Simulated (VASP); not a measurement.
ZrS:

```xyz
2
Lattice="0.0000 2.4028 2.4028 2.4028 0.0000 2.4028 2.4028 2.4028 0.0000" Properties=species:S:1:pos:R:3 pbc="T T T"
Zr    0.0000    0.0000    0.0000
S     2.4028    2.4028    2.4028
```

Base run:

- Program: VASP 6.6.1
- Functional: LDA
- Potentials or basis: VASP PAW LDA potentials, release 64 (Zr_sv, S)
- Cutoff: 520 eV
- k mesh: 16 × 16 × 16
- Occupations: gaussian, width 0.15 eV
- Spin: collinear spin
- Starting moments: [1.0, 0.0] μB
- Fixed moment: 1 μB

Its results: pressure 51.6 GPa; site moments Zr +0.55; S +0.07 μB.

Q: The run is repeated on the same cell with these changes: fixed moment from 1 μB to 0.2 μB; moments at the start from [1.0, 0.0] to [0.2, 0.0]. What comes out?

A: Pressure 48.1 GPa; site moments Zr +0.11; S +0.01 μB.

Caveats: the cell stands under pressure; the total moment is fixed, so each spin has its own Fermi level.
